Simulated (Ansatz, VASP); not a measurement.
# Two plane-wave programs on Li2S

Contents of INCAR:

```
SYSTEM = Li2S
ALGO = Normal
EDIFF = 1E-6
ENCUT = 750
GGA = RE
GGA_COMPAT = .False.
ISIF = 2
ISMEAR = 0
IVDW = 12
LASPH = .True.
LCHARG = .True.
LELF = .True.
LREAL = .False.
LVHAR = .True.
LWAVE = .False.
NBANDS = 13
NELM = 120
PREC = Accurate
SIGMA = 0.05
```

File KPOINTS:

```
k-points
0
Gamma
  8 8 8
  0 0 0
```

File POSCAR:

```
Li2S
1.0
    0.0000000000      2.7321445492      2.7321445492
    2.7321445492      0.0000000000      2.7321445492
    2.7321445492      2.7321445492      0.0000000000
Li S
2 1
Direct
    0.2500000000      0.2500000000      0.2500000000
    0.7500000000      0.7500000000      0.7500000000
    0.0000000000      0.0000000000      0.0000000000
```

Input for Ansatz:

```yaml
crystal:
  lattice:
    - [0.0, 2.7321445492, 2.7321445492]
    - [2.7321445492, 0.0, 2.7321445492]
    - [2.7321445492, 2.7321445492, 0.0]
  atoms:
    - { symbol: Li, position: [0.25, 0.25, 0.25] }
    - { symbol: Li, position: [0.75, 0.75, 0.75] }
    - { symbol: S, position: [0.0, 0.0, 0.0] }
basis:
  ecutwfc: 420
  ecutrho_ratio: 4
kpoints:
  mp_grid: { grid: [8, 8, 8] }
hamiltonian:
  xc: revpbe
  dispersion: d3bj
scf:
  occupations: { method: gaussian, width: 0.05 }
output:
  forces: true
  stress: true
  eigenvalues: true
```

Alike in both runs: task single point; functional revPBE; dispersion D3(BJ); k mesh 8 × 8 × 8; occupations gaussian, width 0.05 eV; no spin polarisation.

|  | VASP | Ansatz |
| --- | --- | --- |
| version | VASP 6.6.1 | Ansatz 0.2.0 |
| potentials or method | VASP PAW PBE potentials, release 64 (Li_sv, S), cutoff 750 eV | scalar-relativistic, plane waves, PAW |
| valence electrons in the cell | 12 | 12 |

VASP gave:

- gap on the k mesh at the Fermi level (eV): 3.39
- least direct gap on the mesh (eV): 5.05
- pressure (GPa): 0.8

Q: What did Ansatz give for the same quantities?

A: gap on the k mesh at the Fermi level (eV): 3.39; least direct gap on the mesh (eV): 5.06; pressure (GPa): 1.0.

VASP's potentials were made for PBE, not for revPBE.
